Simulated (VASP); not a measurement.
# PW2 (P4_2/mnm) in VASP: relaxation of cell and atoms with PBE

Aim: the relaxation of cell and atoms of PW2 with PBE.

All numbers are computed with VASP 6.6.1; they aren't measurements. Logs are shortened: lines on timing, memory, paths and dates and some standing lists are left out, and cuts for length are marked.

## Step 1: The cell of the first run

It takes space group P4_2/mnm (No. 136, tetragonal). The conventional cell has a = 5.569 Å, b = 5.569 Å, c = 3.312 Å, α = 90.00°, β = 90.00°, γ = 90.00°. Within 3.1 Å of P (site symmetry mmm) lie 6 W at 2.31 to 2.32 Å. W (site symmetry m2m) has 3 P at 2.31 to 2.32 Å within 3.1 Å.

## Step 2: Relaxation of cell and atoms, PBE

INCAR

```
SYSTEM = PW2
PREC     = Accurate       ! precision mode
ENCUT    = 600            ! plane-wave cutoff, eV
EDIFF    = 1E-7           ! SCF threshold, eV
ISMEAR   = 0              ! smearing method
SIGMA    = 0.1            ! smearing width, eV
LREAL    = .FALSE.        ! projectors in reciprocal space
LASPH    = .TRUE.         ! aspherical terms in the spheres
NELM     = 80             ! most SCF steps
ALGO     = Normal         ! electronic algorithm
ISIF     = 3              ! what is computed and relaxed
LWAVE    = .FALSE.        ! write WAVECAR
LCHARG   = .FALSE.        ! write CHGCAR
GGA      = PE             ! functional
IBRION   = 2              ! ionic algorithm
NSW      = 100            ! ionic steps
EDIFFG   = -0.01          ! ionic threshold
```

KPOINTS

```
Automatic mesh
0
G
  6 6 10
  0 0 0
```

POSCAR

```
PW2
1.0
    5.5692572799      0.0000000000      0.0000000000
    0.0000000000      5.5692572799      0.0000000000
    0.0000000000      0.0000000000      3.3118803483
P W
2 4
Direct
    0.0000000000      0.0000000000      0.0000000000
    0.5000000000      0.5000000000      0.5000000000
    0.2948898093      0.2948898093      0.0000000000
    0.2051101907      0.7948898093      0.5000000000
    0.7051101907      0.7051101907      0.0000000000
    0.7948898093      0.2051101907      0.5000000000
```

Potentials or basis: VASP PAW PBE potentials, release 64 (P, W_sv).

Run with:

```console
$ cat potpaw_PBE.64/P/POTCAR potpaw_PBE.64/W_sv/POTCAR > POTCAR
$ mpirun -np 1 vasp_std > vasp.out
```

OUTCAR:

```text
SYSTEM = PW2
   PREC = Accurate
   ENCUT = 600
   EDIFF = 1E-7
   ISMEAR = 0
   LREAL = .FALSE.
   LASPH = .TRUE.
   NELM = 80
   ISIF = 3
   GGA = PE
   IBRION = 2
   NSW = 100
   EDIFFG = -0.01

 ion  position               nearest neighbor table
   1  0.000  0.000  0.000-   4 2.31   6 2.31   4 2.31   6 2.31   5 2.32   3 2.32
   2  0.500  0.500  0.500-   3 2.31   5 2.31   3 2.31   5 2.31   4 2.32   6 2.32
   3  0.295  0.295  0.000-   2 2.31   2 2.31   1 2.32   5 3.23   6 3.28   4 3.28   4 3.28   6 3.28
                             4 3.28   4 3.28   6 3.28   6 3.28
   4  0.205  0.795  0.500-   1 2.31   1 2.31   2 2.32   6 3.23   3 3.28   5 3.28   3 3.28   5 3.28
                             3 3.28   3 3.28   5 3.28   5 3.28
   5  0.705  0.705  0.000-   2 2.31   2 2.31   1 2.32   3 3.23   6 3.28   4 3.28   4 3.28   6 3.28
                             6 3.28   6 3.28   4 3.28   4 3.28
   6  0.795  0.205  0.500-   1 2.31   1 2.31   2 2.32   4 3.23   5 3.28   3 3.28   3 3.28   5 3.28
                             5 3.28   5 3.28   3 3.28   3 3.28

  LATTYP: Found a simple tetragonal cell.
 ALAT       =     5.5692572799
 C/A-ratio  =     0.5946718174

  Lattice vectors:

 A1 = (   5.5692572799,   0.0000000000,   0.0000000000)
 A2 = (   0.0000000000,   5.5692572799,   0.0000000000)
 A3 = (   0.0000000000,   0.0000000000,   3.3118803483)

Analysis of symmetry for initial positions (statically):
=====================================================================
 Subroutine PRICEL returns:
 Original cell was already a primitive cell.

 Routine SETGRP: Setting up the symmetry group for a
 simple tetragonal supercell.

 Subroutine GETGRP returns: Found 16 space group operations
 (whereof  8 operations were pure point group operations)
 out of a pool of 16 trial point group operations.

The static configuration has the point symmetry D_2h.
 The point group associated with its full space group is D_4h.

Analysis of symmetry for dynamics (positions and initial velocities):
=====================================================================
 Subroutine PRICEL returns:
 Original cell was already a primitive cell.

 Routine SETGRP: Setting up the symmetry group for a
 simple tetragonal supercell.

 Subroutine GETGRP returns: Found 16 space group operations
 (whereof  8 operations were pure point group operations)
 out of a pool of 16 trial point group operations.

The dynamic configuration has the point symmetry D_2h.
 The point group associated with its full space group is D_4h.

 Subroutine INISYM returns: Found 16 space group operations
 (whereof  8 operations are pure point group operations),
 and found     1 'primitive' translations

----------------------------------------------------------------------------------------

                                     Primitive cell

  volume of cell :     102.7234

  direct lattice vectors                    reciprocal lattice vectors
     5.569257280  0.000000000  0.000000000     0.179557156  0.000000000  0.000000000
     0.000000000  5.569257280  0.000000000     0.000000000  0.179557156  0.000000000
     0.000000000  0.000000000  3.311880348     0.000000000  0.000000000  0.301943275

  length of vectors
     5.569257280  5.569257280  3.311880348     0.179557156  0.179557156  0.301943275

  position of ions in fractional coordinates (direct lattice)
     0.000000000  0.000000000  0.000000000
     0.500000000  0.500000000  0.500000000
     0.294889809  0.294889809  0.000000000
     0.205110191  0.794889809  0.500000000
     0.705110191  0.705110191  0.000000000
     0.794889809  0.205110191  0.500000000

  ion indices of the primitive-cell ions
   primitive index   ion index
                 1           1
                 2           2
                 3           3
                 4           4
                 5           5
                 6           6

----------------------------------------------------------------------------------------

 KPOINTS: Automatic mesh

Automatic generation of k-mesh.
 Grid dimensions read from file:
 generate k-points for:    6    6   10

 Generating k-lattice:

  Cartesian coordinates                     Fractional coordinates (reciprocal lattice)
     0.029926193  0.000000000  0.000000000     0.166666667  0.000000000  0.000000000
     0.000000000  0.029926193  0.000000000     0.000000000  0.166666667  0.000000000
     0.000000000  0.000000000  0.030194328     0.000000000  0.000000000  0.100000000

  Length of vectors
     0.029926193  0.029926193  0.030194328

  Shift w.r.t. Gamma in fractional coordinates (k-lattice)
     0.000000000  0.000000000  0.000000000

 Subroutine IBZKPT returns following result:
 ===========================================

 Found     60 irreducible k-points:

 Following reciprocal coordinates:
            Coordinates               Weight
  0.000000  0.000000  0.000000      1.000000
  0.166667  0.000000  0.000000      4.000000
  0.333333  0.000000  0.000000      4.000000
  0.500000  0.000000  0.000000      2.000000
  0.166667  0.166667  0.000000      4.000000
  0.333333  0.166667  0.000000      8.000000
[... 16 lines left out ...]
  0.333333  0.000000  0.200000      8.000000
  0.500000  0.000000  0.200000      4.000000
 [... further k-points ...]
   k-points           NKPTS =     60   k-points in BZ     NKDIM =     60   number of bands    NBANDS=     39
   number of dos      NEDOS =    301   number of ions     NIONS =      6
   total plane-waves  NPLWV =  64512
   dimension x,y,z NGX =    48 NGY =   48 NGZ =   28
   dimension x,y,z NGXF=    96 NGYF=   96 NGZF=   56
   ions per type =               2   4
   NGX,Y,Z   is equivalent  to a cutoff of  14.33, 14.33, 14.06 a.u.
   NGXF,Y,Z  is equivalent  to a cutoff of  28.66, 28.66, 28.11 a.u.
 SYSTEM =  PW2
   PREC   = accura    normal or accurate (medium, high low for compatibility)
   ISTART =      0    job   : 0-new  1-cont  2-samecut
   ICHARG =      2    charge: 1-file 2-atom 10-const
   ISPIN  =      1    spin polarized calculation?
   LNONCOLLINEAR =      F non collinear calculations
   LSORBIT =      F    spin-orbit coupling
   LASPH  =      T    aspherical Exc in radial PAW
   ENCUT  =  600.0 eV  44.10 Ry    6.64 a.u.  11.12 11.12  6.61*2*pi/ulx,y,z
   NELM   =     80;   NELMIN=  2; NELMDL= -5     # of ELM steps
   EDIFF  = 0.1E-06   stopping-criterion for ELM
   LREAL  =      F    real-space projection
   EDIFFG = -.1E-01   stopping-criterion for IOM
   NSW    =    100    number of steps for IOM
   IBRION =      2    ionic relax: 0-MD 1-quasi-New 2-CG
   NFREE  =      1    steps in history (QN), initial steepest desc. (CG)
   ISIF   =      3    stress and relaxation
   ISYM   =      2    0-nonsym 1-usesym 2-fastsym
   POTIM  = 0.5000    time-step for ionic-motion
   TEBEG  =    0.0;   TEEND  =   0.0 temperature during run
   PSTRESS=    0.0 pullay stress
   NELECT =      66.0000    total number of electrons
   NUPDOWN=      -1.0000    fix difference up-down
   EMIN   =  10.00;   EMAX   =-10.00  energy-range for DOS
   EFERMI =   0.00;   METHOD = LEGACY
   ISMEAR =     0;   SIGMA  =   0.10  broadening in eV -4-tet -1-fermi 0-gaus
   EFERMI_NEDOS =   21; number of points for ismear=-14 and -15
   IALGO  =     38    algorithm
   IMIX   =      4    mixing-type and parameters
     AMIX     =   0.40;   BMIX     =  1.00
     AMIX_MAG =   1.60;   BMIX_MAG =  1.00
  volume/ion in A,a.u.               =      17.12       115.54
  Fermi-wavevector in a.u.,A,eV,Ry     =   1.412645  2.669512 27.151327  1.995566
  Thomas-Fermi vector in A             =   2.534372
   LORBIT       =      0    0 simple, 1 ext, 2 COOP (PROOUT), +10 PAW based schemes
   GGA     = PE    functional components
   LHFCALC =     F    Hartree Fock is set to
   AEXX    =    0.0000 exact exchange contribution
   IVDW    =     0    specifies the selected vdW correction
   LEPSILON=     F    determine dielectric tensor
   LRPA    =     F    only Hartree local field effects (RPA)
 conjugate gradient relaxation of ions
 non-spin polarized calculation
 Gauss-broadening in eV      SIGMA  =   0.10
  energy-cutoff  :      600.00
  volume of cell :      102.72
 maximum number of plane-waves:      3462
 NGX is ok and might be reduce to    48
   NGX = 23   NGY = 23   NGZ = 13

--------------------------------------- Ionic step        1  -------------------------------------------

 number of electron      65.9999998 magnetization

 Free energy of the ion-electron system (eV)
  ---------------------------------------------------
  ext. energy  EPLUGINS =         0.00000000
  ---------------------------------------------------
  free energy    TOTEN  =       -57.88823452 eV

  energy without entropy =      -57.85086497  energy(sigma->0) =      -57.86954974

------------------------ aborting loop because EDIFF is reached ----------------------------------------

  FORCE on cell =-STRESS in cart. coord.  units (eV):
  Direction    XX          YY          ZZ          XY          YZ          ZX
  --------------------------------------------------------------------------------------
  -------------------------------------------------------------------------------------
  Total        0.0647034      0.0647034     -0.2809424      0.0000000      0.0000000      0.0000000
  in kB        1.0091798      1.0091798     -4.3818624      0.0000000      0.0000000      0.0000000
  external PRESSURE =      -0.7878343 kB  Pullay stress =       0.0000000 kB
[... 145 lines left out ...]
  energy  without entropy=      -57.8517188444  energy(sigma->0) =      -57.87014877

--------------------------------------- Ionic step        5  -------------------------------------------

 number of electron      65.9999998 magnetization

 Free energy of the ion-electron system (eV)
  ---------------------------------------------------
  ext. energy  EPLUGINS =         0.00000000
  ---------------------------------------------------
  free energy    TOTEN  =       -57.88870454 eV

  energy without entropy =      -57.85178863  energy(sigma->0) =      -57.87024658

 E-fermi :   9.4457     XC(G=0): -12.1873

 val. band max:        9.4386097396   @ k =   0.3333   0.0000   0.4000
 cond. band min:       9.4560418889   @ k =   0.3333   0.3333   0.3000
 fundamental gap:      0.0174321492
 Fermi energy:         9.4456601681

 k-point     1 :       0.0000    0.0000    0.0000
  band No.  band energies     occupation
      1     -64.9244      2.00000
      2     -64.9096      2.00000
      3     -64.9096      2.00000
      4     -64.9029      2.00000
      5     -29.4949      2.00000
      6     -29.2660      2.00000
[... 997 lines left out ...]
     38      10.4382      0.00000
     39      11.9460      0.00000

 [... further k-points ...]

------------------------ aborting loop because EDIFF is reached ----------------------------------------

  FORCE on cell =-STRESS in cart. coord.  units (eV):
  Direction    XX          YY          ZZ          XY          YZ          ZX
  --------------------------------------------------------------------------------------
  -------------------------------------------------------------------------------------
  Total        0.0074152      0.0074152     -0.0235032      0.0000000      0.0000000      0.0000000
  in kB        0.1156642      0.1156642     -0.3666071      0.0000000      0.0000000      0.0000000
  external PRESSURE =      -0.0450929 kB  Pullay stress =       0.0000000 kB
[... 21 lines left out ...]
  FREE ENERGIE OF THE ION-ELECTRON SYSTEM (eV)
  ---------------------------------------------------
  free  energy   TOTEN  =       -57.8887045350 eV

  energy  without entropy=      -57.8517886333  energy(sigma->0) =      -57.87024658

 reached required accuracy - stopping structural energy minimisation
```

Wall time 9.8 min (1 thread of Intel Xeon 6975P-C (Granite Rapids), shared host); peak memory 0.39 GiB.

What came out:

* Free energy: -57.8887 eV
* Energy gained by relaxing: 0.1 meV/atom
* Ionic steps: 5
* Pressure after relaxing: 0.0 GPa
* Largest force after relaxing: 0.008 eV/Å
* Band gap on the k mesh: zero (bands 33 and 34 overlap by 1.35 eV)

Forces on the atoms (eV/Å):
```
P    0.000  0.000  0.000
P    0.000  0.000  0.000
W   -0.006 -0.006  0.000
W    0.006 -0.006  0.000
W    0.006  0.006  0.000
W   -0.006  0.006  0.000
```

Step by step:
| step | energy change (eV) | largest force (eV/Å) | pressure (GPa) | volume (Å³) |
| --- | --- | --- | --- | --- |
| 1 | 0.0000 | 0.0438 | -0.08 | 102.72 |
| 2 | -0.0004 | 0.0184 | 0.24 | 102.60 |
| 3 | -0.0004 | 0.0034 | 0.17 | 102.63 |
| 4 | -0.0003 | 0.0157 | -0.26 | 102.85 |
| 5 | -0.0005 | 0.0083 | 0.00 | 102.72 |

Final structure:
```yaml
crystal:
  lattice:
    - [5.57411, 0.00000, 0.00000]
    - [0.00000, 5.57411, 0.00000]
    - [0.00000, 0.00000, 3.30587]
  atoms:
    - { symbol: P, position: [0.00000, 0.00000, 0.00000] }
    - { symbol: P, position: [0.50000, 0.50000, 0.50000] }
    - { symbol: W, position: [0.29512, 0.29512, 0.00000] }
    - { symbol: W, position: [0.20488, 0.79512, 0.50000] }
    - { symbol: W, position: [0.70488, 0.70488, 0.00000] }
    - { symbol: W, position: [0.79512, 0.20488, 0.50000] }
```

Levels at points of the mesh, in eV from the Fermi level:
| k point | band 28 | band 29 | band 30 | band 31 | band 32 | band 33 | band 34 | band 35 | band 36 | band 37 |
| --- | --- | --- | --- | --- | --- | --- | --- | --- | --- | --- |
| (0.00, 0.00, 0.00) | -1.61 | -1.56 | -1.56 | -1.53 | -1.28 | -0.91 | -0.25 | -0.25 | 1.56 | 1.56 |
| (0.50, 0.00, 0.00) | -2.47 | -0.90 | -0.90 | -0.51 | -0.51 | -0.29 | -0.29 | -0.23 | -0.23 | 0.65 |
| (0.50, 0.50, 0.00) | -2.44 | -1.32 | -1.32 | -1.17 | -1.17 | -0.21 | -0.21 | -0.16 | -0.16 | 0.38 |
| (0.00, 0.00, 0.50) | -2.90 | -2.28 | -2.28 | 0.14 | 0.14 | 0.45 | 0.45 | 1.12 | 1.12 | 1.62 |
| (0.50, 0.00, 0.50) | -2.91 | -1.97 | -1.97 | 0.27 | 0.27 | 0.37 | 0.37 | 1.58 | 1.58 | 1.60 |
| (0.50, 0.50, 0.50) | -2.35 | -2.12 | -2.12 | -0.98 | -0.98 | 0.90 | 0.90 | 1.36 | 1.36 | 1.76 |

Caveat: spin-orbit coupling is left out, which moves the levels of the heavy elements.
